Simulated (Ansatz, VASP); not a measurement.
# TaN: VASP beside Ansatz

The input INCAR:

```
SYSTEM = TaN
PREC = Accurate ; ENCUT = 520
EDIFF = 1E-7 ; ISMEAR = 0
SIGMA = 0.15 ; LREAL = .False.
LASPH = .True. ; NELM = 60
ALGO = Normal ; ISIF = 2
LWAVE = .False. ; LCHARG = .True.
GGA = PE ; LELF = .True.
LVHAR = .True. ; NBANDS = 24
```

KPOINTS

```
regular mesh
0
Gamma
  15 15 8
  0 0 0
```

File POSCAR:

```
TaN
1.0
    2.8781049112      0.0000000000      0.0000000000
   -1.4390524556      2.4925119678      0.0000000000
    0.0000000000      0.0000000000      5.9142266377
Ta N
2 2
Direct
   -0.0171414877      0.0000000000      0.0000000000
    0.0171414877      0.0000000000      0.5000000000
    0.3333333333      0.6666666667      0.2500000000
    0.6666666667      0.3333333333      0.7500000000
```

Input for Ansatz:

```yaml
crystal:
  lattice:
    - [2.8781049112, 0.0, 0.0]
    - [-1.4390524556, 2.4925119678, 0.0]
    - [0.0, 0.0, 5.9142266377]
  atoms:
    - { symbol: Ta, position: [-0.0171414877, 0.0, 0.0] }
    - { symbol: Ta, position: [0.0171414877, 0.0, 0.5] }
    - { symbol: "N", position: [0.3333333333, 0.6666666667, 0.25] }
    - { symbol: "N", position: [0.6666666667, 0.3333333333, 0.75] }
basis:
  ecutwfc: 520.0
kpoints:
  mp_grid: { grid: [15, 15, 8] }
hamiltonian:
  xc: pbe
  pseudopotentials: { kind: paw, azcp: { folder: soft_1 } }
scf:
  occupations: { method: gaussian, width: 0.15 }
output:
  forces: true
  stress: true
  eigenvalues: true
```

Change from the starting cell: mode 4 frozen in at -0.050 Å, equal normal strain along x and y -0.0133.

Alike in both runs: task single point; functional PBE; k mesh 15 × 15 × 8; occupations gaussian, width 0.15 eV; no spin polarisation.

|  | VASP | Ansatz |
| --- | --- | --- |
| version | VASP 6.6.1 | Ansatz 0.2.0 |
| potentials or method | VASP PAW PBE potentials, release 64 (Ta_pv, N), cutoff 520 eV | scalar-relativistic, plane waves, PAW |
| valence electrons in the cell | 32 | 36 |

Ansatz gave:

| Property | Result |
| --- | --- |
| gap on the k mesh at the Fermi level (eV) | none |
| pressure (GPa) | 9.3 |
| traceless stress, the component that is largest in VASP (GPa) | -4.76 |
| rms of the force components (eV/Å) | 0.289 |

Task: What did VASP give for the same quantities?

Result: gap on the k mesh at the Fermi level (eV): none; pressure (GPa): 10.2; traceless stress, the component that is largest in VASP (GPa): -4.66; rms of the force components (eV/Å): 0.291.

Atom by atom the forces differ by 0.001 eV/Å (rms over components). A gap of «none» marks a metal or a gap that the smearing closes. With one functional, cell and mesh, what is left measures potentials, basis and numerics. VASP's potentials hold 32 valence electrons a cell and Ansatz's 36, so a difference there can come from the potentials and not from the codes.

Spin-orbit coupling is off throughout.
